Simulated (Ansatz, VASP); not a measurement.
# Two plane-wave programs on BN

Contents of INCAR:

```
PREC = Accurate ; ENCUT = 600
EDIFF = 1E-6 ; ISMEAR = 0
SIGMA = 0.05 ; LREAL = False
LASPH = True ; NELM = 120
ALGO = Normal ; ISIF = 2
LWAVE = False ; LCHARG = False
NBANDS = 11 ; GGA_COMPAT = False
```

File KPOINTS:

```
regular mesh
0
Gamma
  12 12 12
```

Contents of POSCAR:

```
BN
1.0
    1.2511217832      0.7223354983      3.3729344033
   -1.2511217832      0.7223354983      3.3729344033
    0.0000000000     -1.4446709967      3.3729344033
B N
1 1
Direct
    0.9197429298      1.0795994702      0.9996712000
    0.3327618000      0.3327618000      0.3327618000
```

Input for Ansatz:

```yaml
crystal:
  lattice:
    - [1.2511217832, 0.7223354983, 3.3729344033]
    - [-1.2511217832, 0.7223354983, 3.3729344033]
    - [0.0, -1.4446709967, 3.3729344033]
  atoms:
    - { symbol: B, position: [0.9197429298, 1.0795994702, 0.9996712] }
    - { symbol: "N", position: [0.3327618, 0.3327618, 0.3327618] }
basis:
  ecutwfc: 420
kpoints:
  mp_grid: { grid: [12, 12, 12] }
hamiltonian:
  xc: lda
scf:
  occupations: { method: gaussian, width: 0.05 }
output:
  forces: true
  stress: true
  eigenvalues: true
```

Alike in both runs: task single point; functional LDA; k mesh 12 × 12 × 12; occupations gaussian, width 0.05 eV; no spin polarisation.

|  | VASP | Ansatz |
| --- | --- | --- |
| version | VASP 6.6.1 | Ansatz 0.2.0 |
| potentials or method | VASP PAW LDA potentials, release 64 (B, N), cutoff 600 eV | scalar-relativistic, plane waves, PAW |
| valence electrons in the cell | 8 | 8 |

VASP gave:

| Item | Value |
| --- | --- |
| gap on the k mesh at the Fermi level (eV) | 2.23 |
| least direct gap on the mesh (eV) | 3.87 |
| pressure (GPa) | 11.2 |
| traceless stress, the component that is largest in VASP (GPa) | 26.45 |
| rms of the force components (eV/Å) | 5.143 |

Q: Which values does Ansatz return?

A: gap on the k mesh at the Fermi level (eV): 2.25; least direct gap on the mesh (eV): 3.88; pressure (GPa): 11.2; traceless stress, the component that is largest in VASP (GPa): 26.55; rms of the force components (eV/Å): 5.167.

LDA's correlation is that of Perdew and Zunger in VASP and of Perdew and Wang (1992) in Ansatz. Atom by atom the forces differ by 0.025 eV/Å (rms over components).
